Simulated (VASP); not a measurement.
A run of VASP 6.6.1 is set up as follows.

File INCAR:

```
PREC = Accurate ; ENCUT = 600
EDIFF = 1E-6 ; ISMEAR = -1
SIGMA = 0.08 ; LREAL = False
LASPH = True ; NELM = 120
ALGO = Normal ; ISIF = 2
LWAVE = False ; LCHARG = True
GGA = PS ; LELF = True
LVHAR = True ; NBANDS = 11
GGA_COMPAT = False
```

File KPOINTS:

```
regular mesh
0
Gamma
  16 16 16
```

Contents of POSCAR:

```
AlN
1.0
    0.0000000000      2.1886778373      2.1886778373
    2.1886778373      0.0000000000      2.1886778373
    2.1886778373      2.1886778373      0.0000000000
Al N
1 1
Direct
    0.0000000000      0.0000000000      0.0000000000
    0.2500000000      0.2500000000      0.2500000000
```

Potentials or basis: VASP PAW PBE potentials, release 64 (Al, N).

Run with:

```sh
$ cat potpaw_PBE.64/Al/POTCAR potpaw_PBE.64/N/POTCAR > POTCAR
$ mpirun -np 1 vasp_std > vasp.out
```

(1) What does it give for the pressure?

(2) Predict the band gap on the k mesh.

Answers

(1) -0.1 GPa.

(2) 3.18 eV (least direct gap 4.08 eV).

Caveat: the PAW data sets were made with another functional, which shifts forces and pressure a little.
